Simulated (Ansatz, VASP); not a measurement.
One calculation of BP, two programs

```
B P
1.0
     0.00000    1.93613    1.93613
     1.93613    0.00000    1.93613
     1.93613    1.93613    0.00000
B P
1 1
Direct
  0.00000 0.00000 0.00000
  0.50000 0.50000 0.50000
```

Change from the starting cell: volume scaled by 0.72, PAW files.

Alike in both runs: task single point; functional PBE; k mesh 17 × 17 × 17; occupations fermi-dirac, width 0.08 eV; no spin polarisation.

|  | VASP | Ansatz |
| --- | --- | --- |
| version | VASP 6.6.1 | Ansatz 0.2.0 |
| potentials or method | VASP PAW PBE potentials, release 64 (B, P) | PAW with Ansatz's default frozen-core files, scalar-relativistic |
| plane-wave cutoff (eV) | 520 | 420 |
| valence electrons in the cell | 8 | 8 |

|  | VASP | Ansatz | Ansatz less VASP |
| --- | --- | --- | --- |
| pressure (GPa) | 96.2 | 96.8 | +0.67 |

Both programs put the cell under a high pressure, so it lies far from rest at this level.

Noted on VASP's run: the cell as given lies far from equilibrium.
